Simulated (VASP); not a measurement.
# Si5N (I4/mmm) in VASP: further runs

The runs below take Si5N through single point, with PBE.

All numbers are computed with VASP 6.6.1; they aren't measurements. Logs are shortened: lines on timing, memory, paths and dates and some standing lists are left out, and cuts for length are marked.

### 1 The cell of the first run

Symmetry: I4/mmm, No. 139, tetragonal system. Conventional cell: a = 5.410 Å, b = 5.410 Å, c = 5.944 Å, α = 90.00°, β = 90.00°, γ = 90.00°. Within 2.1 Å of Si (site symmetry m2m) lie 1 Si at 1.60 Å and 1 N at 1.90 Å. Within 3.9 Å of Si (site symmetry 4/mmm) lie 16 Si at 2.82 to 3.53 Å and 6 N at 2.97 to 3.83 Å. N (site symmetry 4/mmm) has 4 Si at 1.90 Å within 2.5 Å.

The cell was built from a structure type or drawn by symmetry, and may not be a known phase.

### 2 Single point, PBE, collinear spin, ferromagnetic start

Input file INCAR:

```
ALGO     = Normal         # electronic algorithm
EDIFF    = 1E-7           # SCF threshold, eV
ENCUT    = 520            # plane-wave cutoff, eV
GGA      = PE             # functional
ISIF     = 2              # what is computed and relaxed
ISMEAR   = 0              # smearing method
ISPIN    = 2              # spin polarisation
LASPH    = True           # aspherical terms in the spheres
LCHARG   = False          # write CHGCAR
LORBIT   = 11             # projections on sites
LREAL    = False          # projectors in reciprocal space
LWAVE    = False          # write WAVECAR
MAGMOM   = 0 0 0 0 0 1    # initial moments
NBANDS   = 26             # bands
NELM     = 150            # most SCF steps
PREC     = Accurate       # precision mode
SIGMA    = 0.1            # smearing width, eV
```

Input file KPOINTS:

```
k-points
0
Gamma
  4 4 4
```

Input file POSCAR:

```
Si5N
1.0
   -2.7051508300      2.7051508300      2.9720061200
    2.7051508300     -2.7051508300      2.9720061200
    2.7051508300      2.7051508300     -2.9720061200
Si N
5 1
Direct
    0.0000000000      0.3516755800      0.3516755800
    0.0000000000      0.6483244200      0.6483244200
    0.6483244200      0.0000000000      0.6483244200
    0.3516755800      0.0000000000      0.3516755800
    0.5000000000      0.5000000000      0.0000000000
    0.0000000000      0.0000000000      0.0000000000
```

Potentials or basis: VASP PAW PBE potentials, release 64 (Si, N).

Started as:

```sh
$ cat potpaw_PBE.64/Si/POTCAR potpaw_PBE.64/N/POTCAR > POTCAR
$ mpirun -np 1 vasp_std > vasp.out
```

OUTCAR:

```text
EDIFF = 1E-7
   ENCUT = 520
   GGA = PE
   ISIF = 2
   ISMEAR = 0
   ISPIN = 2
   LASPH = True
   LORBIT = 11
   LREAL = False
   NELM = 150
   PREC = Accurate

 ion  position               nearest neighbor table
   1  0.000  0.352  0.352-   2 1.60   6 1.90   4 2.69   3 2.69   5 2.82   5 2.82
   2  0.000  0.648  0.648-   1 1.60   6 1.90   3 2.69   4 2.69   5 2.82   5 2.82
   3  0.648  0.000  0.648-   4 1.60   6 1.90   1 2.69   2 2.69   5 2.82   5 2.82
   4  0.352  0.000  0.352-   3 1.60   6 1.90   1 2.69   2 2.69   5 2.82   5 2.82
   5  0.500  0.500  0.000-   2 2.82   3 2.82   1 2.82   4 2.82   3 2.82   4 2.82   2 2.82   1 2.82

   6  0.000  0.000  0.000-   1 1.90   2 1.90   3 1.90   4 1.90

  LATTYP: Found a body centered tetragonal cell.
 ALAT       =     5.4103016600
 C/A-ratio  =     1.0986471021

  Lattice vectors:

 A1 = (  -2.7051508300,   2.7051508300,   2.9720061200)
 A2 = (   2.7051508300,  -2.7051508300,   2.9720061200)
 A3 = (   2.7051508300,   2.7051508300,  -2.9720061200)

Analysis of symmetry for initial positions (statically):
=====================================================================
 Subroutine PRICEL returns:
 Original cell was already a primitive cell.

 Routine SETGRP: Setting up the symmetry group for a
 body centered tetragonal supercell.

 Subroutine GETGRP returns: Found 16 space group operations
 (whereof 16 operations were pure point group operations)
 out of a pool of 16 trial point group operations.

The static configuration has the point symmetry D_4h.

Analysis of symmetry for dynamics (positions and initial velocities):
=====================================================================
 Subroutine PRICEL returns:
 Original cell was already a primitive cell.

 Routine SETGRP: Setting up the symmetry group for a
 body centered tetragonal supercell.

 Subroutine GETGRP returns: Found 16 space group operations
 (whereof 16 operations were pure point group operations)
 out of a pool of 16 trial point group operations.

The dynamic configuration has the point symmetry D_4h.

Analysis of structural, dynamic, and magnetic symmetry:
=====================================================================
 Subroutine PRICEL returns:
 Original cell was already a primitive cell.

 Routine SETGRP: Setting up the symmetry group for a
 body centered tetragonal supercell.

 Subroutine GETGRP returns: Found 16 space group operations
 (whereof 16 operations were pure point group operations)
 out of a pool of 16 trial point group operations.

The overall configuration has the point symmetry D_4h.

 Subroutine INISYM returns: Found 16 space group operations
 (whereof 16 operations are pure point group operations),
 and found     1 'primitive' translations

----------------------------------------------------------------------------------------

                                     Primitive cell

  volume of cell :      86.9947

  direct lattice vectors                    reciprocal lattice vectors
    -2.705150830  2.705150830  2.972006120     0.000000000  0.184832577  0.168236531
     2.705150830 -2.705150830  2.972006120     0.184832577  0.000000000  0.168236531
     2.705150830  2.705150830 -2.972006120     0.184832577  0.184832577  0.000000000

  length of vectors
     4.844430039  4.844430039  4.844430039     0.249933215  0.249933215  0.261392738

  position of ions in fractional coordinates (direct lattice)
     0.000000000  0.351675580  0.351675580
     0.000000000  0.648324420  0.648324420
     0.648324420  0.000000000  0.648324420
     0.351675580  0.000000000  0.351675580
     0.500000000  0.500000000  0.000000000
     0.000000000  0.000000000  0.000000000

  ion indices of the primitive-cell ions
   primitive index   ion index
                 1           1
                 2           2
                 3           3
                 4           4
                 5           5
                 6           6

[... 33 lines left out ...]
 -0.250000  0.250000  0.000000      4.000000
  0.500000  0.500000  0.000000      2.000000
  0.250000  0.250000  0.250000      2.000000
 -0.250000  0.250000  0.250000      4.000000
  0.500000  0.500000  0.250000      4.000000
 -0.250000  0.500000  0.250000      8.000000
 -0.250000 -0.250000  0.250000      2.000000
  0.500000  0.500000  0.500000      1.000000
   k-points           NKPTS =     13   k-points in BZ     NKDIM =     13   number of bands    NBANDS=     26
   number of dos      NEDOS =    301   number of ions     NIONS =      6
   total plane-waves  NPLWV =  46656
   dimension x,y,z NGX =    36 NGY =   36 NGZ =   36
   dimension x,y,z NGXF=    72 NGYF=   72 NGZF=   72
   ions per type =               5   1
   NGX,Y,Z   is equivalent  to a cutoff of  12.35, 12.35, 12.35 a.u.
   NGXF,Y,Z  is equivalent  to a cutoff of  24.71, 24.71, 24.71 a.u.
 SYSTEM =  unknown system
   PREC   = accura    normal or accurate (medium, high low for compatibility)
   ISTART =      0    job   : 0-new  1-cont  2-samecut
   ICHARG =      2    charge: 1-file 2-atom 10-const
   ISPIN  =      2    spin polarized calculation?
   LNONCOLLINEAR =      F non collinear calculations
   LSORBIT =      F    spin-orbit coupling
   LASPH  =      T    aspherical Exc in radial PAW
   ENCUT  =  520.0 eV  38.22 Ry    6.18 a.u.   9.01  9.01  9.01*2*pi/ulx,y,z
   NELM   =    150;   NELMIN=  2; NELMDL= -5     # of ELM steps
   EDIFF  = 0.1E-06   stopping-criterion for ELM
   LREAL  =      F    real-space projection
   EDIFFG = 0.1E-05   stopping-criterion for IOM
   NSW    =      0    number of steps for IOM
   IBRION =     -1    ionic relax: 0-MD 1-quasi-New 2-CG
   NFREE  =      0    steps in history (QN), initial steepest desc. (CG)
   ISIF   =      2    stress and relaxation
   ISYM   =      2    0-nonsym 1-usesym 2-fastsym
   POTIM  = 0.5000    time-step for ionic-motion
   TEBEG  =    0.0;   TEEND  =   0.0 temperature during run
   PSTRESS=    0.0 pullay stress
   NELECT =      25.0000    total number of electrons
   NUPDOWN=      -1.0000    fix difference up-down
   EMIN   =  10.00;   EMAX   =-10.00  energy-range for DOS
   EFERMI =   0.00;   METHOD = LEGACY
   ISMEAR =     0;   SIGMA  =   0.10  broadening in eV -4-tet -1-fermi 0-gaus
   EFERMI_NEDOS =   21; number of points for ismear=-14 and -15
   IALGO  =     38    algorithm
   IMIX   =      4    mixing-type and parameters
     AMIX     =   0.40;   BMIX     =  1.00
     AMIX_MAG =   1.60;   BMIX_MAG =  1.00
  volume/ion in A,a.u.               =      14.50        97.84
  Fermi-wavevector in a.u.,A,eV,Ry     =   1.080332  2.041532 15.879597  1.167117
  Thomas-Fermi vector in A             =   2.216320
   LORBIT       =     11    0 simple, 1 ext, 2 COOP (PROOUT), +10 PAW based schemes
   GGA     = PE    functional components
   LHFCALC =     F    Hartree Fock is set to
   AEXX    =    0.0000 exact exchange contribution
   IVDW    =     0    specifies the selected vdW correction
   LEPSILON=     F    determine dielectric tensor
   LRPA    =     F    only Hartree local field effects (RPA)
 spin polarized calculation
 Gauss-broadening in eV      SIGMA  =   0.10
  energy-cutoff  :      520.00
  volume of cell :       86.99
 maximum number of plane-waves:      2376
   NGX = 17   NGY = 17   NGZ = 17

 number of electron      24.9999999 magnetization       0.0000491

 number of electron      24.9999999 magnetization      -0.0000032

 Free energy of the ion-electron system (eV)
  ---------------------------------------------------
  ext. energy  EPLUGINS =         0.00000000
  ---------------------------------------------------
  free energy    TOTEN  =       -16.56669902 eV

  energy without entropy =      -16.55795032  energy(sigma->0) =      -16.56232467

 E-fermi :   8.5725     XC(G=0): -10.6067

 val. band max:        8.4833525259   @ k =   0.5000  -0.0000   0.0000
 cond. band min:       8.5786386077   @ k =  -0.2500   0.2500   0.0000
 fundamental gap:      0.0952860817
 Fermi energy:         8.5724925476

 spin component 1

 k-point     1 :       0.0000    0.0000    0.0000
  band No.  band energies     occupation
      1      -9.4510      1.00000
      2      -3.6188      1.00000
      3      -0.7362      1.00000
      4      -0.6551      1.00000
      5      -0.6551      1.00000
      6       3.1010      1.00000
[... 340 lines left out ...]
     23      16.3532      0.00000
     24      16.3532      0.00000
 Fermi energy:         8.5724925476

 spin component 2

 k-point     1 :       0.0000    0.0000    0.0000
  band No.  band energies     occupation
      1      -9.4510      1.00000
      2      -3.6188      1.00000
      3      -0.7362      1.00000
      4      -0.6551      1.00000
      5      -0.6551      1.00000
      6       3.1010      1.00000
[... 340 lines left out ...]
     23      16.3532      0.00000
     24      16.3532      0.00000
 [bands above 24 left out]

------------------------ aborting loop because EDIFF is reached ----------------------------------------

  FORCE on cell =-STRESS in cart. coord.  units (eV):
  Direction    XX          YY          ZZ          XY          YZ          ZX
  --------------------------------------------------------------------------------------
  -------------------------------------------------------------------------------------
  Total       45.0724518     45.0724518      0.2328503      0.0000000     -0.0000000      0.0000000
  in kB      830.0974975    830.0974975      4.2883937      0.0000000     -0.0000000      0.0000000
  external PRESSURE =     554.8277962 kB  Pullay stress =       0.0000000 kB

 VOLUME and BASIS-vectors are now :
 -----------------------------------------------------------------------------
  energy-cutoff  :      520.00
  volume of cell :       86.99
      direct lattice vectors                 reciprocal lattice vectors
    -2.705150830  2.705150830  2.972006120     0.000000000  0.184832577  0.168236531
     2.705150830 -2.705150830  2.972006120     0.184832577  0.000000000  0.168236531
     2.705150830  2.705150830 -2.972006120     0.184832577  0.184832577  0.000000000

 POSITION                                       TOTAL-FORCE (eV/Angst)
 -----------------------------------------------------------------------------------
      1.90267      0.00000      0.00000       -28.250662     -0.000000      0.000000
      3.50763      0.00000      0.00000        28.250662     -0.000000     -0.000000
      0.00000      3.50763      0.00000         0.000000     28.250662     -0.000000
      0.00000      1.90267      0.00000         0.000000    -28.250662      0.000000
      0.00000      0.00000      2.97201        -0.000000     -0.000000      0.000000
      0.00000      0.00000      0.00000        -0.000000     -0.000000      0.000000
 -----------------------------------------------------------------------------------
    total drift:                               -0.000000     -0.000000     -0.000000

  FREE ENERGIE OF THE ION-ELECTRON SYSTEM (eV)
  ---------------------------------------------------
  free  energy   TOTEN  =       -16.5666990225 eV

  energy  without entropy=      -16.5579503225  energy(sigma->0) =      -16.56232467

 total charge

# of ion       s       p       d       tot
------------------------------------------
    1        0.886   1.037   0.000   1.924
    2        0.886   1.037   0.000   1.924
    3        0.886   1.037   0.000   1.924
    4        0.886   1.037   0.000   1.924
    5        0.947   0.557   0.000   1.504
    6        1.316   2.454   0.000   3.770
--------------------------------------------------
tot          5.808   7.160   0.000  12.968

 magnetization (x)

# of ion       s       p       d       tot
------------------------------------------
    1        0.000   0.000   0.000   0.000
    2        0.000   0.000   0.000   0.000
    3        0.000   0.000   0.000   0.000
    4        0.000   0.000   0.000   0.000
    5        0.000  -0.000   0.000  -0.000
    6       -0.000   0.000   0.000  -0.000
--------------------------------------------------
tot          0.000   0.000   0.000   0.000
```

Run time: 71 s. Hardware: 1 thread of Intel Xeon 8259CL, shared host; peak memory 0.25 GiB.

Results:

```yaml
Free_energy: -16.5667 eV
Pressure: 55.5 GPa
Largest_force: 28.251 eV/Å
Net_moment: 0.00 μB per cell
Valence_electrons_inside_the_program's_atomic_spheres: Si 1.92, 1.50 (each value once); N 3.77
```

Forces in eV/Å, atoms in the order of the input:
```
Si  -28.251   0.000   0.000
Si   28.251   0.000   0.000
Si    0.000  28.251   0.000
Si    0.000 -28.251   0.000
Si    0.000   0.000   0.000
N     0.000   0.000   0.000
```

Caveat: the k points lie up to 0.39 Å⁻¹ apart; forces of over 1 eV/Å act on the atoms, so gaps and moduli don't describe the material at rest.

(Continued in part 2 of 2.)
